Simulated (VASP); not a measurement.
C, 2 atoms in the cell. The structure is trigonal, space group R-3m (No. 166). Conventional cell: a = 2.423 Å, b = 2.423 Å, c = 9.905 Å, α = 90.00°, β = 90.00°, γ = 120.00°. C (site symmetry 3m) has 3 C at 1.40 Å within 1.9 Å. 

* Program: VASP 6.6.1
* Task: single point
* Functional: PBEsol
* Potentials or basis: VASP PAW PBE potentials, release 64 (C)
* Cutoff: 520 eV
* k mesh: 14 × 14 × 14
* Occupations: fermi-dirac, width 0.15 eV
* Spin: no spin polarisation
* Dipole correction: no
* Further INCAR settings: ALGO = Normal; EDIFF = 1e-07; NBANDS = 11

Potentials or basis: VASP PAW PBE potentials, release 64 (C).

Launch:

```sh
$ cat potpaw_PBE.64/C/POTCAR > POTCAR
$ mpirun -np 1 vasp_std > vasp.out
```

Hardware: 1 thread of Intel Xeon 8259CL, with other jobs on the host.

Estimate the wall time of this run.

Run time: 100 s on 1 thread of Intel Xeon 8259CL, on a shared host, peak memory 0.18 GiB. Counts: scf iterations 13, k points 288.
